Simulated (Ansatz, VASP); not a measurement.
KCdCO3F in VASP and in Ansatz

```
K Cd C O F
1.0
     5.13240    0.00000    0.00000
    -2.56620    4.44479    0.00000
     0.00000    0.00000    4.43240
K Cd C O F
1 1 1 3 1
Direct
  0.00000 0.00000 0.00000
  0.66667 0.33333 0.50000
  0.33333 0.66667 0.50000
  0.18791 0.37581 0.50000
  0.18791 0.81209 0.50000
  0.62419 0.81209 0.50000
  0.66667 0.33333 0.00000
```

Alike in both runs: functional PBE; k mesh 5 × 5 × 5; occupations fermi-dirac, width 0.02 eV; no spin polarisation.

Ansatz relaxed the structure, and its values are those at the end. VASP's run is a single point on that final structure, the one shown.

```csv
,VASP,Ansatz
version,VASP 6.6.1,Ansatz 0.2.0
potentials or method,"VASP PAW PBE potentials, release 64 (K_sv, Cd, C, O, F)","plane-wave PAW, scalar-relativistic"
plane-wave cutoff (eV),520,420
valence electrons in the cell,50,58
```

Ansatz gave:

```
gap on the k mesh at the Fermi level (eV) : 1.83
pressure (GPa)                            : 0.7
rms of the force components (eV/Å)        : 0.002
```

Question: What did VASP give for the same quantities?

Answer: gap on the k mesh at the Fermi level (eV): 1.81; pressure (GPa): 1.5; rms of the force components (eV/Å): 0.096.

VASP's potentials hold 50 valence electrons a cell and Ansatz's 58, so a difference there can come from the potentials and not from the codes. Ansatz's warnings: stress scf threshold loose.
